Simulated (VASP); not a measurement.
MgSe:

```xyz
2
Lattice="0.0000 2.7545 2.7545 2.7545 0.0000 2.7545 2.7545 2.7545 0.0000" Properties=species:S:1:pos:R:3 pbc="T T T"
Mg    0.0000    0.0000    0.0000
Se    2.7545    2.7545    2.7545
```

* Program: VASP 6.6.1
* Task: relaxation of cell and atoms
* Functional: LDA
* Potentials or basis: VASP PAW LDA potentials, release 64 (Mg, Se)
* Cutoff: 600 eV
* k mesh: 8 × 8 × 8
* Occupations: fermi-dirac, width 0.02 eV
* Spin: no spin polarisation

At the start: pressure -4.2 GPa; volume 20.90 Å³/atom.

Question: Where does the relaxation end?

Answer: Over 3 steps the energy falls by 19.4 meV/atom and the volume is 19.50 Å³/atom (-6.7 %); space group Fm-3m (No. 225, to 0.1 Å) before and after.

Step by step:
| step | energy change (eV) | largest force (eV/Å) | pressure (GPa) | volume (Å³) |
| --- | --- | --- | --- | --- |
| 1 | 0.0000 | 0.0000 | -4.21 | 41.80 |
| 2 | -0.0376 | 0.0000 | 0.83 | 38.57 |
| 3 | -0.0388 | 0.0000 | 0.00 | 39.01 |

Final structure:
```yaml
crystal:
  lattice:
    - [0.00000, 2.69175, 2.69175]
    - [2.69175, 0.00000, 2.69175]
    - [2.69175, 2.69175, 0.00000]
  atoms:
    - { symbol: Mg, position: [0.00000, 0.00000, 0.00000] }
    - { symbol: Se, position: [0.50000, 0.50000, 0.50000] }
```
